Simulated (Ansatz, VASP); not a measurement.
**Lu: VASP beside Ansatz**

```
Lu
1.0
     0.00000    2.45766    2.45766
     2.45766    0.00000    2.45766
     2.45766    2.45766    0.00000
Lu
1
Direct
  0.00000 0.00000 0.00000
```

Alike in both runs: task single point; functional BLYP; k mesh 12 × 12 × 12; occupations fermi-dirac, width 0.1 eV; no spin polarisation.

```csv
,VASP,Ansatz
version,VASP 6.6.1,Ansatz 0.2.0
potentials or method,"VASP PAW PBE potentials, release 64 (Lu), cutoff 520 eV","plane waves (420 eV) with PAW, scalar-relativistic"
valence electrons in the cell,25,25
```

|  | VASP | Ansatz | Ansatz less VASP |
| --- | --- | --- | --- |
| pressure (GPa) | 0.2 | 0.0 | -0.13 |

VASP's potentials were made for PBE, not for BLYP. With one functional, cell and mesh, what is left measures potentials, basis and numerics.

Spin-orbit coupling is off throughout.
